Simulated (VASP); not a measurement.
# Ta (I4_1/amd) in VASP: single point with PBEsol

Aim: the single point of Ta with PBEsol.

All numbers are computed with VASP 6.6.1; they aren't measurements. Logs are shortened: lines on timing, memory, paths and dates and some standing lists are left out, and cuts for length are marked.

## (1) The cell of the first run

The structure is tetragonal, space group I4_1/amd (No. 141). Conventional cell: a = 4.819 Å, b = 4.819 Å, c = 2.612 Å, α = 90.00°, β = 90.00°, γ = 90.00°. Ta (site symmetry -4m2) has 10 Ta at 2.50 to 3.11 Å within 3.3 Å.

## (2) Single point, PBEsol

Input file INCAR:

```
SYSTEM = Ta
PREC = Accurate ; ENCUT = 520
EDIFF = 1E-6 ; ISMEAR = -1
SIGMA = 0.08 ; LREAL = .False.
LASPH = .True. ; NELM = 60
ALGO = Normal ; ISIF = 2
LWAVE = .False. ; LCHARG = .False.
GGA = PS ; NBANDS = 18
```

Input file KPOINTS:

```
regular mesh
0
Gamma
  17 17 17
  0 0 0
```

Input file POSCAR:

```
Ta
1.0
   -2.4097257115      2.4097257115      1.3060144934
    2.4097257115     -2.4097257115      1.3060144934
    2.4097257115      2.4097257115     -1.3060144934
Ta
2
Direct
   -0.3750000000     -0.1250000000     -0.2500000000
    0.3750000000      0.1250000000      0.2500000000
```

Potentials or basis: VASP PAW PBE potentials, release 64 (Ta_pv).

Command:

```console
cat potpaw_PBE.64/Ta_pv/POTCAR > POTCAR
mpirun -np 1 vasp_std > vasp.out
```

OUTCAR:

```text
SYSTEM = Ta
   PREC = Accurate
   ENCUT = 520
   EDIFF = 1E-6
   ISMEAR = -1
   LREAL = .False.
   LASPH = .True.
   NELM = 60
   ISIF = 2
   GGA = PS

 ion  position               nearest neighbor table
   1  0.625  0.875  0.750-   2 2.50   2 2.50   2 2.50   2 2.50   2 3.11   2 3.11   2 3.11   2 3.11

   2  0.375  0.125  0.250-   1 2.50   1 2.50   1 2.50   1 2.50   1 3.11   1 3.11   1 3.11   1 3.11

  LATTYP: Found a body centered tetragonal cell.
 ALAT       =     4.8194514230
 C/A-ratio  =     0.5419764113

  Lattice vectors:

 A1 = (  -2.4097257115,   2.4097257115,   1.3060144934)
 A2 = (   2.4097257115,  -2.4097257115,   1.3060144934)
 A3 = (   2.4097257115,   2.4097257115,  -1.3060144934)

Analysis of symmetry for initial positions (statically):
=====================================================================
 Subroutine PRICEL returns:
 Original cell was already a primitive cell.

 Routine SETGRP: Setting up the symmetry group for a
 body centered tetragonal supercell.

 Subroutine GETGRP returns: Found 16 space group operations
 (whereof  4 operations were pure point group operations)
 out of a pool of 16 trial point group operations.

The static configuration has the point symmetry C_2h.
 The point group associated with its full space group is D_4h.

Analysis of symmetry for dynamics (positions and initial velocities):
=====================================================================
 Subroutine PRICEL returns:
 Original cell was already a primitive cell.

 Routine SETGRP: Setting up the symmetry group for a
 body centered tetragonal supercell.

 Subroutine GETGRP returns: Found 16 space group operations
 (whereof  4 operations were pure point group operations)
 out of a pool of 16 trial point group operations.

The dynamic configuration has the point symmetry C_2h.
 The point group associated with its full space group is D_4h.

 Subroutine INISYM returns: Found 16 space group operations
 (whereof  4 operations are pure point group operations),
 and found     1 'primitive' translations

----------------------------------------------------------------------------------------

                                     Primitive cell

  volume of cell :      30.3349

  direct lattice vectors                    reciprocal lattice vectors
    -2.409725712  2.409725712  1.306014493     0.000000000  0.207492495  0.382844143
     2.409725712 -2.409725712  1.306014493     0.207492495  0.000000000  0.382844143
     2.409725712  2.409725712 -1.306014493     0.207492495  0.207492495  0.000000000

  length of vectors
     3.649552009  3.649552009  3.649552009     0.435456971  0.435456971  0.293438700

  position of ions in fractional coordinates (direct lattice)
     0.625000000  0.875000000  0.750000000
     0.375000000  0.125000000  0.250000000

  ion indices of the primitive-cell ions
   primitive index   ion index
                 1           1
                 2           2

----------------------------------------------------------------------------------------

 KPOINTS: regular mesh

Automatic generation of k-mesh.
 Grid dimensions read from file:
 generate k-points for:   17   17   17

 Generating k-lattice:

  Cartesian coordinates                     Fractional coordinates (reciprocal lattice)
     0.000000000  0.012205441  0.022520244     0.058823529  0.000000000 -0.000000000
     0.012205441  0.000000000  0.022520244     0.000000000  0.058823529 -0.000000000
     0.012205441  0.012205441  0.000000000     0.000000000  0.000000000  0.058823529

  Length of vectors
     0.025615116  0.025615116  0.017261100

  Shift w.r.t. Gamma in fractional coordinates (k-lattice)
     0.000000000  0.000000000  0.000000000

 Subroutine IBZKPT returns following result:
 ===========================================

 Found    405 irreducible k-points:

 Following reciprocal coordinates:
            Coordinates               Weight
  0.000000  0.000000  0.000000      1.000000
  0.058824  0.000000 -0.000000      8.000000
  0.117647  0.000000 -0.000000      8.000000
  0.176471  0.000000  0.000000      8.000000
  0.235294  0.000000 -0.000000      8.000000
  0.294118  0.000000 -0.000000      8.000000
[... 16 lines left out ...]
 -0.176471  0.058824  0.000000     16.000000
 -0.117647  0.058824  0.000000     16.000000
 [... further k-points ...]
   k-points           NKPTS =    405   k-points in BZ     NKDIM =    405   number of bands    NBANDS=     18
   number of dos      NEDOS =    301   number of ions     NIONS =      2
   total plane-waves  NPLWV =  21952
   dimension x,y,z NGX =    28 NGY =   28 NGZ =   28
   dimension x,y,z NGXF=    56 NGYF=   56 NGZF=   56
   ions per type =               2
   NGX,Y,Z   is equivalent  to a cutoff of  12.75, 12.75, 12.75 a.u.
   NGXF,Y,Z  is equivalent  to a cutoff of  25.51, 25.51, 25.51 a.u.
 SYSTEM =  Ta
   PREC   = accura    normal or accurate (medium, high low for compatibility)
   ISTART =      0    job   : 0-new  1-cont  2-samecut
   ICHARG =      2    charge: 1-file 2-atom 10-const
   ISPIN  =      1    spin polarized calculation?
   LNONCOLLINEAR =      F non collinear calculations
   LSORBIT =      F    spin-orbit coupling
   LASPH  =      T    aspherical Exc in radial PAW
   ENCUT  =  520.0 eV  38.22 Ry    6.18 a.u.   6.79  6.79  6.79*2*pi/ulx,y,z
   NELM   =     60;   NELMIN=  2; NELMDL= -5     # of ELM steps
   EDIFF  = 0.1E-05   stopping-criterion for ELM
   LREAL  =      F    real-space projection
   EDIFFG = 0.1E-04   stopping-criterion for IOM
   NSW    =      0    number of steps for IOM
   IBRION =     -1    ionic relax: 0-MD 1-quasi-New 2-CG
   NFREE  =      0    steps in history (QN), initial steepest desc. (CG)
   ISIF   =      2    stress and relaxation
   ISYM   =      2    0-nonsym 1-usesym 2-fastsym
   POTIM  = 0.5000    time-step for ionic-motion
   TEBEG  =    0.0;   TEEND  =   0.0 temperature during run
   PSTRESS=    0.0 pullay stress
   NELECT =      22.0000    total number of electrons
   NUPDOWN=      -1.0000    fix difference up-down
   EMIN   =  10.00;   EMAX   =-10.00  energy-range for DOS
   EFERMI =   0.00;   METHOD = LEGACY
   ISMEAR =    -1;   SIGMA  =   0.08  broadening in eV -4-tet -1-fermi 0-gaus
   EFERMI_NEDOS =   21; number of points for ismear=-14 and -15
   IALGO  =     38    algorithm
   IMIX   =      4    mixing-type and parameters
     AMIX     =   0.40;   BMIX     =  1.00
     AMIX_MAG =   1.60;   BMIX_MAG =  1.00
  volume/ion in A,a.u.               =      15.17       102.36
  Fermi-wavevector in a.u.,A,eV,Ry     =   1.470849  2.779501 29.434786  2.163396
  Thomas-Fermi vector in A             =   2.586056
   LORBIT       =      0    0 simple, 1 ext, 2 COOP (PROOUT), +10 PAW based schemes
   GGA     = PS    functional components
   LHFCALC =     F    Hartree Fock is set to
   AEXX    =    0.0000 exact exchange contribution
   IVDW    =     0    specifies the selected vdW correction
   LEPSILON=     F    determine dielectric tensor
   LRPA    =     F    only Hartree local field effects (RPA)
 non-spin polarized calculation
  energy-cutoff  :      520.00
  volume of cell :       30.33
 maximum number of plane-waves:       831
   NGX = 13   NGY = 13   NGZ = 13

 number of electron      22.0000003 magnetization

 Free energy of the ion-electron system (eV)
  ---------------------------------------------------
  ext. energy  EPLUGINS =         0.00000000
  ---------------------------------------------------
  free energy    TOTEN  =       -22.37904961 eV

  energy without entropy =      -22.34053781  energy(sigma->0) =      -22.35979371

 E-fermi :   7.3306     XC(G=0): -13.5613

 val. band max:        7.3247828289   @ k =  -0.1765  -0.3529   0.1765
 cond. band min:       7.3323478559   @ k =  -0.3529  -0.4706   0.3529
 fundamental gap:      0.0075650271
 Fermi energy:         7.3306091416

 k-point     1 :       0.0000    0.0000    0.0000
  band No.  band energies     occupation
      1     -27.6580      2.00000
      2     -27.6580      2.00000
      3     -25.5609      2.00000
      4     -25.5327      2.00000
      5     -25.4808      2.00000
      6     -25.4808      2.00000
[... 10 lines left out ...]
     17      15.4163      0.00000
     18      15.6199      0.00000

 k-point     2 :       0.0588    0.0000   -0.0000
  band No.  band energies     occupation
      1     -27.6520      2.00000
      2     -27.6307      2.00000
      3     -25.6441      2.00000
      4     -25.6066      2.00000
      5     -25.4823      2.00000
      6     -25.4765      2.00000
[... 10 lines left out ...]
     17      15.5225      0.00000
     18      15.7243      0.00000

 k-point     3 :       0.1176    0.0000   -0.0000
  band No.  band energies     occupation
      1     -27.6348      2.00000
      2     -27.5529      2.00000
      3     -25.8543      2.00000
      4     -25.8035      2.00000
      5     -25.5205      2.00000
      6     -25.4641      2.00000
[... 10 lines left out ...]
     17      15.7050      0.00000
     18      16.8029      0.00000

 k-point     4 :       0.1765    0.0000    0.0000
  band No.  band energies     occupation
      1     -27.6082      2.00000
      2     -27.4385      2.00000
      3     -26.1655      2.00000
      4     -26.0667      2.00000
      5     -25.5955      2.00000
      6     -25.4455      2.00000
[... 375 lines left out ...]
      4     -26.0554      2.00000
      5     -25.6790      2.00000
      6     -25.4467      2.00000
[... 10 lines left out ...]
     17      15.7016      0.00000
     18      17.8900      0.00000

 k-point    23 :      -0.1765    0.0588    0.0000
  band No.  band energies     occupation
      1     -27.6357      2.00000
      2     -27.4743      2.00000
      3     -25.9309      2.00000
      4     -25.7997      2.00000
      5     -25.5723      2.00000
      6     -25.4612      2.00000
[... 10 lines left out ...]
     17      15.1714      0.00000
     18      16.4963      0.00000

 k-point    24 :      -0.1176    0.0588    0.0000
  band No.  band energies     occupation
      1     -27.6461      2.00000
      2     -27.5825      2.00000
      3     -25.7167      2.00000
      4     -25.6076      2.00000
      5     -25.5200      2.00000
      6     -25.4526      2.00000
[... 10 lines left out ...]
     17      15.2286      0.00000
     18      15.4307      0.00000

 [... further k-points ...]
[... 5 lines left out ...]
  --------------------------------------------------------------------------------------
  -------------------------------------------------------------------------------------
  Total       11.2132828     11.2132828     11.1605058      0.0000000     -0.0000000     -0.0000000
  in kB      592.2432893    592.2432893    589.4558045      0.0000000     -0.0000000     -0.0000000
  external PRESSURE =     591.3141277 kB  Pullay stress =       0.0000000 kB

 VOLUME and BASIS-vectors are now :
 -----------------------------------------------------------------------------
  energy-cutoff  :      520.00
  volume of cell :       30.33
      direct lattice vectors                 reciprocal lattice vectors
    -2.409725712  2.409725712  1.306014493     0.000000000  0.207492495  0.382844143
     2.409725712 -2.409725712  1.306014493     0.207492495  0.000000000  0.382844143
     2.409725712  2.409725712 -1.306014493     0.207492495  0.207492495  0.000000000

 POSITION                                       TOTAL-FORCE (eV/Angst)
 -----------------------------------------------------------------------------------
      2.40973      1.20486      0.97951         0.000000     -0.000000      0.000000
      0.00000      1.20486      0.32650        -0.000000      0.000000     -0.000000
 -----------------------------------------------------------------------------------
    total drift:                                0.000000      0.000000     -0.000000

  FREE ENERGIE OF THE ION-ELECTRON SYSTEM (eV)
  ---------------------------------------------------
  free  energy   TOTEN  =       -22.3790496137 eV

  energy  without entropy=      -22.3405378100  energy(sigma->0) =      -22.35979371
```

Wall time 4.5 min (1 thread of Intel Xeon Platinum 8259CL at 2.50GHz (Skylake/Cascade Lake), shared host); peak memory 0.3 GiB.

Results:

- Free energy: -22.3790 eV
- Pressure: 59.1 GPa
- Band gap on the k mesh: zero (bands 11 and 12 overlap by 1.58 eV)

Caveat: the cell stands under pressure; the PAW data sets were made with another functional, which shifts forces and pressure a little; spin-orbit coupling is left out, which moves the levels of the heavy elements.
